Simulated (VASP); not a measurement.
# AlN: single point with r2SCAN

AlN:

```
Al N
1.0
     0.00000    2.13624    2.08538
     2.13624    0.00000    2.08538
     2.13624    2.13624    0.00000
Al N
1 1
Direct
  0.50000 0.50000 0.50000
  0.00000 0.00000 0.00000
```

- Program: VASP 6.6.1
- Task: single point
- Functional: r2SCAN
- Potentials or basis: VASP PAW PBE potentials, release 64 (Al, N)
- Cutoff: 520 eV
- k mesh: 10 × 10 × 10
- Occupations: gaussian, width 0.05 eV
- Spin: no spin polarisation

```
Pressure               : -30.6 GPa
Band gap on the k mesh : 3.96 eV (least direct gap 4.47 eV)
```

Stress tensor (GPa, compression positive):
```
-31.27   0.00   0.00
  0.00 -31.27   0.00
  0.00   0.00 -29.17
```

Levels at points of the mesh, in eV from the valence-band top:
| k point | band 1 | band 2 | band 3 | band 4 | band 5 | band 6 | band 7 | band 8 |
| --- | --- | --- | --- | --- | --- | --- | --- | --- |
| (0.00, 0.00, 0.00) | -17.24 | -0.19 | 0.00 | 0.00 | 4.47 | 12.27 | 12.27 | 12.58 |
| (0.50, 0.00, 0.00) | -14.54 | -7.63 | -1.01 | -0.94 | 5.94 | 10.44 | 10.96 | 12.38 |
| (0.50, 0.50, 0.00) | -13.65 | -6.63 | -2.70 | -2.70 | 3.96 | 5.97 | 13.78 | 16.24 |
| (0.50, 0.00, 0.50) | -13.81 | -6.71 | -2.70 | -2.39 | 4.14 | 6.19 | 13.46 | 16.12 |

It took 72 s on 1 thread of Intel Xeon 8259CL (shared host), peak memory 0.15 GiB.

Caveat: the cell stands under tension; the PAW data sets were made with another functional, which shifts forces and pressure a little. A k mesh can miss the band edges.
